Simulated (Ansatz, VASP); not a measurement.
K in VASP and in Ansatz

```
CELL_PARAMETERS angstrom
7.56771 0.00000 0.00000
-3.78386 6.55383 0.00000
0.00000 0.00000 4.49699
ATOMIC_POSITIONS crystal
K 0.00000 0.00000 0.00000
K 0.33333 0.66667 0.50000
K 0.66667 0.33333 0.50000
```

Alike in both runs: functional PBE; k mesh 5 × 5 × 7; occupations fermi-dirac, width 0.1 eV; no spin polarisation.

Ansatz relaxed the structure, and its values are those at the end. VASP's run is a single point on that final structure, the one shown.

|  | VASP | Ansatz |
| --- | --- | --- |
| version | VASP 6.6.1 | Ansatz 0.2.0 |
| potentials or method | VASP PAW PBE potentials, release 64 (K_sv) | PAW with Ansatz's default frozen-core files, scalar-relativistic |
| plane-wave cutoff (eV) | 520 | 420 |
| valence electrons in the cell | 27 | 27 |

```csv
,VASP,Ansatz,Ansatz less VASP
pressure (GPa),0.0,0.0,+0.01
```
